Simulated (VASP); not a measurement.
## HfN: single point with PBE

The system is HfN.

```xyz
2
Lattice="0.0000 2.2525 2.2525 2.2525 0.0000 2.2525 2.2525 2.2525 0.0000" Properties=species:S:1:pos:R:3 pbc="T T T"
Hf    0.0000    0.0000    0.0000
N     2.2525    2.2525    2.2525
```

| Property | Result |
| --- | --- |
| Program | VASP 6.6.1 |
| Task | single point |
| Functional | PBE |
| Potentials or basis | VASP PAW PBE potentials, release 64 (Hf_pv, N) |
| Cutoff | 520 eV |
| k mesh | 16 × 16 × 16 |
| Occupations | gaussian, width 0.1 eV |
| Spin | no spin polarisation |
| Dipole correction | no |
| Further INCAR settings | ALGO = Normal; EDIFF = 1e-06; NBANDS = 14 |

```yaml
Pressure: 5.5 GPa
Band_gap_on_the_k_mesh: zero (an odd number of electrons rules out a gap without spin polarisation)
```

Levels at points of the mesh, in eV from the Fermi level:
```csv
k point,band 6,band 7,band 8,band 9,band 10,band 11
"(0.00, 0.00, 0.00)",-3.04,-3.04,-0.35,-0.35,-0.35,1.88
"(0.50, 0.00, 0.00)",-6.23,-6.23,3.32,3.75,3.75,4.47
"(0.50, 0.50, 0.00)",-3.85,-3.70,-3.70,4.14,5.59,5.59
```

It took 55 s on 1 thread of Intel Xeon 8259CL (shared host), peak memory 0.17 GiB.

Caveat: the cell stands under pressure; spin-orbit coupling is left out, which moves the levels of the heavy elements.
